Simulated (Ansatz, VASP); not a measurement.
RbAs2: VASP beside Ansatz

```
CELL_PARAMETERS angstrom
4.27594 -2.64761 0.00000
4.27594 2.64761 0.00000
0.00000 0.00000 8.58955
ATOMIC_POSITIONS crystal
Rb 0.33333 0.66667 0.75000
Rb 0.66667 0.33333 0.25000
As 0.91667 0.58333 0.75000
As 0.41667 0.08333 0.75000
As 0.08333 0.41667 0.25000
As 0.58333 0.91667 0.25000
```

Alike in both runs: task relaxation of cell and atoms; functional PBE; k mesh 4 × 4 × 2; occupations gaussian, width 0.1 eV; no spin polarisation.

|  | VASP | Ansatz |
| --- | --- | --- |
| version | VASP 6.6.1 | Ansatz 0.2.0 |
| potentials or method | VASP PAW PBE potentials, release 64 (Rb_sv, As), cutoff 600 eV | scalar-relativistic, plane waves, PAW |
| valence electrons in the cell | 38 | 78 |

Ansatz gave:

```
gap on the k mesh at the Fermi level, each at its own relaxed structure (eV) : none
relaxed volume (Å³/atom)                                                     : 46.32
relaxed length of the cell vector where the two differ most in proportion (Å)              : 10.027
```

Task: Estimate VASP's values.

Result: gap on the k mesh at the Fermi level, each at its own relaxed structure (eV): none; relaxed volume (Å³/atom): 69.79; relaxed length of the cell vector where the two differ most in proportion (Å): 13.654.

A gap of «none» marks a metal or a gap that the smearing closes. One of these differences is far larger than is usual between the two programs; its cause wasn't traced. VASP's potentials hold 38 valence electrons a cell and Ansatz's 78, so a difference there can come from the potentials and not from the codes.

The k mesh is coarse, so the values compare programs but aren't converged. Noted on VASP's run: the volume moved by over 15 % at a fixed basis, so the end points are rough.
